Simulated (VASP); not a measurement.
# C in VASP: a series of runs

C is run at these levels: PBE; tasks: single point, relaxation of cell and atoms.

Program: VASP 6.6.1. These are calculated values, not measurements. Logs are shortened: lines on timing, memory, paths and dates and some standing lists are left out, and cuts for length are marked.

### 1 The cell of the first run

The cell holds a slab with vacuum, 2 atoms: a = 2.466 Å, b = 2.466 Å, c = 8.521 Å, α = 90.00°, β = 90.00°, γ = 120.00°.

### 2 Single point, PBE

INCAR

```
PREC = Accurate
ENCUT = 520
EDIFF = 1E-6
ISMEAR = 0
SIGMA = 0.1
LREAL = F
LASPH = T
NELM = 100
ALGO = Normal
ISIF = 2
LWAVE = F
LCHARG = F
GGA = PE
NBANDS = 11
```

KPOINTS

```
Automatic mesh
0
Gamma
  18 18 6
```

POSCAR

```
C
1.0
    2.4663511032      0.0000000000      0.0000000000
   -1.2331755516      2.1359227100      0.0000000000
    0.0000000000      0.0000000000      8.5214856148
C
2
Direct
    0.3333333333      0.6666666667      0.0000000000
    0.6666666667      0.3333333333      0.0000000000
```

Potentials or basis: VASP PAW PBE potentials, release 64 (C).

The run is started by

```
$ cat potpaw_PBE.64/C/POTCAR > POTCAR
$ mpirun -np 1 vasp_std > vasp.out
```

OUTCAR:

```text
PREC = Accurate
   ENCUT = 520
   EDIFF = 1E-6
   ISMEAR = 0
   LREAL = F
   LASPH = T
   NELM = 100
   ISIF = 2
   GGA = PE

 ion  position               nearest neighbor table
   1  0.333  0.667  0.000-   2 1.42   2 1.42   2 1.42
   2  0.667  0.333  0.000-   1 1.42   1 1.42   1 1.42

  LATTYP: Found a hexagonal cell.
 ALAT       =     2.4663511032
 C/A-ratio  =     3.4550983450

  Lattice vectors:

 A1 = (   2.4663511032,   0.0000000000,   0.0000000000)
 A2 = (  -1.2331755516,   2.1359227100,   0.0000000000)
 A3 = (   0.0000000000,   0.0000000000,   8.5214856148)

Analysis of symmetry for initial positions (statically):
=====================================================================
 Subroutine PRICEL returns:
 Original cell was already a primitive cell.

 Routine SETGRP: Setting up the symmetry group for a
 hexagonal supercell.

 Subroutine GETGRP returns: Found 24 space group operations
 (whereof 24 operations were pure point group operations)
 out of a pool of 24 trial point group operations.

The static configuration has the point symmetry D_6h.

Analysis of symmetry for dynamics (positions and initial velocities):
=====================================================================
 Subroutine PRICEL returns:
 Original cell was already a primitive cell.

 Routine SETGRP: Setting up the symmetry group for a
 hexagonal supercell.

 Subroutine GETGRP returns: Found 24 space group operations
 (whereof 24 operations were pure point group operations)
 out of a pool of 24 trial point group operations.

The dynamic configuration has the point symmetry D_6h.

 Subroutine INISYM returns: Found 24 space group operations
 (whereof 24 operations are pure point group operations),
 and found     1 'primitive' translations

----------------------------------------------------------------------------------------

                                     Primitive cell

  volume of cell :      44.8906

  direct lattice vectors                    reciprocal lattice vectors
     2.466351103  0.000000000  0.000000000     0.405457276  0.234090867  0.000000000
    -1.233175552  2.135922710  0.000000000     0.000000000  0.468181735  0.000000000
     0.000000000  0.000000000  8.521485615     0.000000000  0.000000000  0.117350430

  length of vectors
     2.466351103  2.466351103  8.521485615     0.468181735  0.468181735  0.117350430

[... 79 lines left out ...]
   NELM   =    100;   NELMIN=  2; NELMDL= -5     # of ELM steps
   EDIFF  = 0.1E-05   stopping-criterion for ELM
   LREAL  =      F    real-space projection
[... 7 lines left out ...]
   TEBEG  =    0.0;   TEEND  =   0.0 temperature during run
   PSTRESS=    0.0 pullay stress
   NELECT =       8.0000    total number of electrons
   NUPDOWN=      -1.0000    fix difference up-down
   EMIN   =  10.00;   EMAX   =-10.00  energy-range for DOS
   EFERMI =   0.00;   METHOD = LEGACY
   ISMEAR =     0;   SIGMA  =   0.10  broadening in eV -4-tet -1-fermi 0-gaus
   EFERMI_NEDOS =   21; number of points for ismear=-14 and -15
   IALGO  =     38    algorithm
   IMIX   =      4    mixing-type and parameters
     AMIX     =   0.40;   BMIX     =  1.00
     AMIX_MAG =   1.60;   BMIX_MAG =  1.00
  volume/ion in A,a.u.               =      22.45       151.47
  Fermi-wavevector in a.u.,A,eV,Ry     =   0.921269  1.740945 11.547751  0.848736
  Thomas-Fermi vector in A             =   2.046666
   LORBIT       =      0    0 simple, 1 ext, 2 COOP (PROOUT), +10 PAW based schemes
   GGA     = PE    functional components
   LHFCALC =     F    Hartree Fock is set to
   AEXX    =    0.0000 exact exchange contribution
   IVDW    =     0    specifies the selected vdW correction
   LEPSILON=     F    determine dielectric tensor
   LRPA    =     F    only Hartree local field effects (RPA)
 non-spin polarized calculation
 Gauss-broadening in eV      SIGMA  =   0.10
  energy-cutoff  :      520.00
  volume of cell :       44.89
 maximum number of plane-waves:      1233
   NGX =  9   NGY =  9   NGZ = 31

 number of electron       7.9999997 magnetization

 Free energy of the ion-electron system (eV)
  ---------------------------------------------------
  ext. energy  EPLUGINS =         0.00000000
  ---------------------------------------------------
  free energy    TOTEN  =       -18.45002883 eV

  energy without entropy =      -18.44933230  energy(sigma->0) =      -18.44968056

 E-fermi :  -0.7214     XC(G=0):  -4.9841

 val. band max:       -0.7213870296   @ k =   0.3333   0.3333   0.3333
 cond. band min:      -0.7213548856   @ k =   0.3333   0.3333   0.1667
 fundamental gap:      0.0000321440
 Fermi energy:        -0.7213701714

 k-point     1 :       0.0000    0.0000    0.0000
  band No.  band energies     occupation
      1     -20.2403      2.00000
      2      -8.3354      2.00000
      3      -3.7677      2.00000
      4      -3.7677      2.00000
      5       2.2667      0.00000
      6       4.5863      0.00000
      7       6.2813      0.00000
      8       7.5812      0.00000
      9       7.5812      0.00000
     10      10.6976      0.00000
     11      11.7600      0.00000
[... 309 lines left out ...]
 k-point    24 :       0.3889    0.1111    0.0000
  band No.  band energies     occupation
      1     -15.5583      2.00000
      2     -12.9294      2.00000
      3      -7.9644      2.00000
      4      -3.2513      2.00000
      5       1.4129      0.00000
      6       7.9093      0.00000
      7       8.8829      0.00000
      8      10.6895      0.00000
      9      12.2186      0.00000
     10      12.6816      0.00000
     11      13.3974      0.00000

 [... further k-points ...]

------------------------ aborting loop because EDIFF is reached ----------------------------------------

  FORCE on cell =-STRESS in cart. coord.  units (eV):
  Direction    XX          YY          ZZ          XY          YZ          ZX
  --------------------------------------------------------------------------------------
  -------------------------------------------------------------------------------------
  Total        0.0862073      0.0862073     -0.0100617      0.0000000      0.0000000      0.0000000
  in kB        3.0767971      3.0767971     -0.3591103      0.0000000      0.0000000      0.0000000
  external PRESSURE =       1.9314946 kB  Pullay stress =       0.0000000 kB

 VOLUME and BASIS-vectors are now :
 -----------------------------------------------------------------------------
  energy-cutoff  :      520.00
  volume of cell :       44.89
      direct lattice vectors                 reciprocal lattice vectors
     2.466351103  0.000000000  0.000000000     0.405457276  0.234090867  0.000000000
    -1.233175552  2.135922710  0.000000000     0.000000000  0.468181735  0.000000000
     0.000000000  0.000000000  8.521485615     0.000000000  0.000000000  0.117350430

 POSITION                                       TOTAL-FORCE (eV/Angst)
 -----------------------------------------------------------------------------------
     -0.00000      1.42395      0.00000         0.000000      0.000000      0.000000
      1.23318      0.71197      0.00000        -0.000000     -0.000000      0.000000
 -----------------------------------------------------------------------------------
    total drift:                                0.000000     -0.000000      0.000000

  FREE ENERGIE OF THE ION-ELECTRON SYSTEM (eV)
  ---------------------------------------------------
  free  energy   TOTEN  =       -18.4500288262 eV

  energy  without entropy=      -18.4493322959  energy(sigma->0) =      -18.44968056
```

It took 30 s on 1 thread of Intel Xeon 6975P-C (Granite Rapids), shared host; peak memory 0.18 GiB.

What came out:

| Item | Value |
| --- | --- |
| Free energy | -18.4500 eV |
| Band gap on the k mesh | zero (filled and empty bands touch) |

Caveat: there is no dipole correction, which matters where the two faces differ.

### 3 Relaxation of cell and atoms, PBE

This run uses another cell than the first one.

INCAR

```
SYSTEM = C
  PREC = Accurate
  ENCUT = 600
  EDIFF = 1E-6
  ISMEAR = 0
  SIGMA = 0.1
  LREAL = .FALSE.
  LASPH = .TRUE.
  NELM = 100
  ALGO = Normal
  ISIF = 3
  LWAVE = .FALSE.
  LCHARG = .FALSE.
  GGA = PE
  IBRION = 2
  NSW = 100
  EDIFFG = -0.005
```

KPOINTS

```
Automatic mesh
0
G
  18 18 6
  0 0 0
```

POSCAR

```
C
1.0
    2.4561701622      0.0000000000      0.0000000000
   -1.2280850811      2.1271057565      0.0000000000
    0.0000000000      0.0000000000      8.5238033600
C
2
Direct
    0.3333333300      0.6666666700      0.0000000000
    0.6666666700      0.3333333300      0.0000000000
```

Potentials or basis: VASP PAW PBE potentials, release 64 (C).

The run is started by

```
$ cat potpaw_PBE.64/C/POTCAR > POTCAR
$ mpirun -np 1 vasp_std > vasp.out
```

OUTCAR:

```text
SYSTEM = C
   PREC = Accurate
   ENCUT = 600
   EDIFF = 1E-6
   ISMEAR = 0
   LREAL = .FALSE.
   LASPH = .TRUE.
   NELM = 100
   ISIF = 3
   GGA = PE
   IBRION = 2
   NSW = 100
   EDIFFG = -0.005

 ion  position               nearest neighbor table
   1  0.333  0.667  0.000-   2 1.42   2 1.42   2 1.42
   2  0.667  0.333  0.000-   1 1.42   1 1.42   1 1.42

  LATTYP: Found a hexagonal cell.
 ALAT       =     2.4561701622
 C/A-ratio  =     3.4703635323

  Lattice vectors:

 A1 = (   2.4561701622,   0.0000000000,   0.0000000000)
 A2 = (  -1.2280850811,   2.1271057565,   0.0000000000)
 A3 = (   0.0000000000,   0.0000000000,   8.5238033600)

Analysis of symmetry for initial positions (statically):
=====================================================================
 Subroutine PRICEL returns:
 Original cell was already a primitive cell.

 Routine SETGRP: Setting up the symmetry group for a
 hexagonal supercell.

 Subroutine GETGRP returns: Found 24 space group operations
 (whereof 24 operations were pure point group operations)
 out of a pool of 24 trial point group operations.

The static configuration has the point symmetry D_6h.

Analysis of symmetry for dynamics (positions and initial velocities):
=====================================================================
 Subroutine PRICEL returns:
 Original cell was already a primitive cell.

 Routine SETGRP: Setting up the symmetry group for a
 hexagonal supercell.

 Subroutine GETGRP returns: Found 24 space group operations
 (whereof 24 operations were pure point group operations)
 out of a pool of 24 trial point group operations.

The dynamic configuration has the point symmetry D_6h.

 Subroutine INISYM returns: Found 24 space group operations
 (whereof 24 operations are pure point group operations),
 and found     1 'primitive' translations

[... 139 lines left out ...]
  ---------------------------------------------------
  ext. energy  EPLUGINS =         0.00000000
  ---------------------------------------------------
  free energy    TOTEN  =       -18.45164893 eV

  energy without entropy =      -18.45095240  energy(sigma->0) =      -18.45130066

------------------------ aborting loop because EDIFF is reached ----------------------------------------

  FORCE on cell =-STRESS in cart. coord.  units (eV):
  Direction    XX          YY          ZZ          XY          YZ          ZX
  --------------------------------------------------------------------------------------
  -------------------------------------------------------------------------------------
  Total        0.5990818      0.5990818     -0.0363779      0.0000000     -0.0000000      0.0000000
  in kB       21.5533991     21.5533991     -1.3087811      0.0000000     -0.0000000      0.0000000
  external PRESSURE =      13.9326723 kB  Pullay stress =       0.0000000 kB
[... 89 lines left out ...]
  FREE ENERGIE OF THE ION-ELECTRON SYSTEM (eV)
  ---------------------------------------------------
  free  energy   TOTEN  =       -18.4542523908 eV

  energy  without entropy=      -18.4535558607  energy(sigma->0) =      -18.45390413

 E-fermi :  -0.1943     XC(G=0):  -5.6710

 val. band max:       -0.1944618068   @ k =   0.3333   0.3333   0.3333
 cond. band min:      -0.1940652140   @ k =   0.3333   0.3333   0.1667
 fundamental gap:      0.0003965928
 Fermi energy:        -0.1942546366

 k-point     1 :       0.0000    0.0000    0.0000
  band No.  band energies     occupation
      1     -19.7118      2.00000
      2      -7.8068      2.00000
      3      -3.2409      2.00000
      4      -3.2409      2.00000
      5       2.6508      0.00000
      6       6.0102      0.00000
      7       8.1081      0.00000
      8       8.2443      0.00000
[... 243 lines left out ...]
 k-point    24 :       0.3889    0.1111    0.0000
  band No.  band energies     occupation
      1     -15.0311      2.00000
      2     -12.4029      2.00000
      3      -7.4377      2.00000
      4      -2.7236      2.00000
      5       1.9411      0.00000
      6       8.4348      0.00000
      7       9.2614      0.00000
      8      11.7313      0.00000

 [... further k-points ...]

[... ionic steps 4 to 15 ...]

--------------------------------------- Ionic step       16  -------------------------------------------

 number of electron       7.9999999 magnetization

------------------------ aborting loop because EDIFF is reached ----------------------------------------
[... 67 lines left out ...]
--------------------------------------- Ionic step       18  -------------------------------------------

 number of electron       7.9999999 magnetization

 Free energy of the ion-electron system (eV)
  ---------------------------------------------------
  ext. energy  EPLUGINS =         0.00000000
  ---------------------------------------------------
  free energy    TOTEN  =       -18.46948066 eV

  energy without entropy =      -18.46901504  energy(sigma->0) =      -18.46924785

 E-fermi :   2.5039     XC(G=0):  -8.4633

 val. band max:        2.4562420889   @ k =   0.3333   0.3333   0.3333
 cond. band min:       2.5509688362   @ k =   0.3333   0.3333   0.1667
 fundamental gap:      0.0947267473
 Fermi energy:         2.5038554064

 k-point     1 :       0.0000    0.0000    0.0000
  band No.  band energies     occupation
      1     -17.0204      2.00000
      2      -4.9223      2.00000
      3      -0.5414      2.00000
      4      -0.5414      2.00000
      5       5.4892      0.00000
      6      10.8041      0.00000
      7      10.8041      0.00000
      8      17.9125      0.00000
[... 282 lines left out ...]
  FREE ENERGIE OF THE ION-ELECTRON SYSTEM (eV)
  ---------------------------------------------------
  free  energy   TOTEN  =       -18.4694806587 eV

  energy  without entropy=      -18.4690150380  energy(sigma->0) =      -18.46924785

 reached required accuracy - stopping structural energy minimisation
```

Run time: 4.9 min. Hardware: 1 thread of Intel Xeon 6975P-C (Granite Rapids), shared host; peak memory 0.19 GiB.

Results:

```
Free energy                           : -18.4695 eV
Relaxed volume                        : 11.71 Å³/atom
Relaxed cell                          : a = 2.467 Å, b = 2.467 Å, c = 4.444 Å, α = 90.00°, β = 90.00°, γ = 120.00°
Space group after relaxing (to 0.1 Å) : P6/mmm (No. 191)
Energy gained by relaxing             : 8.9 meV/atom
Ionic steps                           : 18
Band gap on the k mesh                : zero (bands 4 and 5 overlap by 0.19 eV)
```

Step by step:
```tsv
step	energy change (eV)	largest force (eV/Å)	pressure (GPa)	volume (Å³)
1	0.0000	0.0000	1.39	44.53
2	0.0107	0.0000	-3.13	45.79
3	-0.0026	0.0000	-0.06	44.92
4	-0.0026	0.0000	-0.03	44.91
5	-0.0026	0.0000	-0.03	44.88
6	-0.0027	0.0000	-0.03	44.78
7	-0.0029	0.0000	-0.03	44.60
8	-0.0032	0.0000	-0.03	44.23
9	-0.0038	0.0000	-0.03	43.48
10	-0.0053	0.0000	-0.03	42.00
11	-0.0082	0.0000	-0.02	39.03
12	-0.0123	0.0000	0.06	33.09
13	-0.0157	0.0000	0.46	21.23
14	-0.0140	0.0000	0.12	30.07
15	-0.0168	0.0000	0.20	25.65
16	-0.0178	0.0000	0.30	23.44
17	-0.0167	0.0000	-1.77	23.31
18	-0.0178	0.0000	-0.02	23.42
```

Final structure:
```cif
data_structure
_symmetry_space_group_name_H-M 'P 1'
_symmetry_Int_Tables_number 1
_cell_length_a 2.4666
_cell_length_b 2.4666
_cell_length_c 4.4443
_cell_angle_alpha 90.000
_cell_angle_beta 90.000
_cell_angle_gamma 120.000
_cell_volume 23.42
loop_
_atom_site_label
_atom_site_type_symbol
_atom_site_fract_x
_atom_site_fract_y
_atom_site_fract_z
_atom_site_occupancy
C1 C 0.33333 0.66667 0.00000 1
C2 C 0.66667 0.33333 0.00000 1
```

Levels at points of the mesh, in eV from the Fermi level:
| k point | band 1 | band 2 | band 3 | band 4 | band 5 | band 6 | band 7 | band 8 |
| --- | --- | --- | --- | --- | --- | --- | --- | --- |
| (0.00, 0.00, 0.00) | -19.52 | -7.43 | -3.05 | -3.05 | 2.99 | 8.30 | 8.30 | 15.41 |
| (0.50, 0.00, 0.00) | -14.28 | -13.24 | -6.42 | -2.25 | 1.85 | 7.34 | 10.51 | 10.77 |
| (0.00, 0.00, 0.50) | -19.50 | -7.79 | -3.04 | -3.04 | 5.94 | 8.31 | 8.31 | 9.52 |
| (0.50, 0.00, 0.50) | -14.27 | -13.23 | -6.42 | -2.46 | 1.51 | 7.38 | 12.30 | 13.40 |

Caveat: the volume moved by over 15 % at a fixed basis, so the end points are rough; there is no dipole correction, which matters where the two faces differ; the relaxation moved the vacuum too, so the length across it says nothing of the material.

### 4 Single point, PBE

This run uses another cell than the first one, of the same volume but with other edges.

INCAR

```
SYSTEM = C
  PREC = Accurate
  ENCUT = 520
  EDIFF = 1E-6
  ISMEAR = 0
  SIGMA = 0.1
  LREAL = .False.
  LASPH = .True.
  NELM = 60
  ALGO = Normal
  ISIF = 2
  LWAVE = .False.
  LCHARG = .False.
  GGA = PE
  NBANDS = 11
  ISYM = 0
```

KPOINTS

```
regular mesh
0
Gamma
  14 4 16
  0 0 0
```

POSCAR

```
C
1.0
    2.4663511032      0.0000000000      0.0000000000
   -1.2331755516      8.7850943595      0.0000000000
    1.2331755516      0.5193075494      2.0718314343
C
2
Direct
    0.3333333333      0.0000000000      0.3333333333
    0.6666666667      0.0000000000      0.6666666667
```

The run is started by

```
$ cat potpaw_PBE.64/C/POTCAR > POTCAR
$ mpirun -np 1 vasp_std > vasp.out
```

Wall time 87 s (1 thread of Intel Xeon 6975P-C (Granite Rapids), shared host); peak memory 0.29 GiB.

It converged, with:

| Property | Result |
| --- | --- |
| Free energy | -18.4517 eV |
| Largest force | 0.037 eV/Å |

Forces in eV/Å, atoms in the order of the input:
```
C    0.009 -0.009 -0.035
C   -0.009  0.009  0.035
```

Caveat: there is no dipole correction, which matters where the two faces differ.

### 5 Summary

```tsv
task	cell	k mesh	cutoff (eV)	gap on the mesh (eV)
single point	a = 2.466, b = 2.466, c = 8.521 Å, angles 90.0, 90.0, 120.0°, 2 atoms, atomic positions A	18 × 18 × 6	520	none
relaxation of cell and atoms	relaxed from a = 2.456, b = 2.456, c = 8.524 Å, angles 90.0, 90.0, 120.0°, 2 atoms, atomic positions A	18 × 18 × 6	600	none
single point	a = 2.466, b = 8.871 Å, angles 82.0, 60.0, 98.0°, 2 atoms, atomic positions B	14 × 4 × 16	520	-
```

Alike in all rows: level PBE; potentials or basis VASP PAW PBE potentials, release 64 (C); no spin polarisation; smearing gaussian 0.1 eV.

Caveats: there is no dipole correction, which matters where the two faces differ; the volume moved by over 15 % at a fixed basis, so the end points are rough (at least some runs); the relaxation moved the vacuum too, so the length across it says nothing of the material (at least some runs).

Absolute energies hang on the potentials; compare differences alone.

The gap in the log of VASP goes by the Fermi energy; the results here count the filled bands.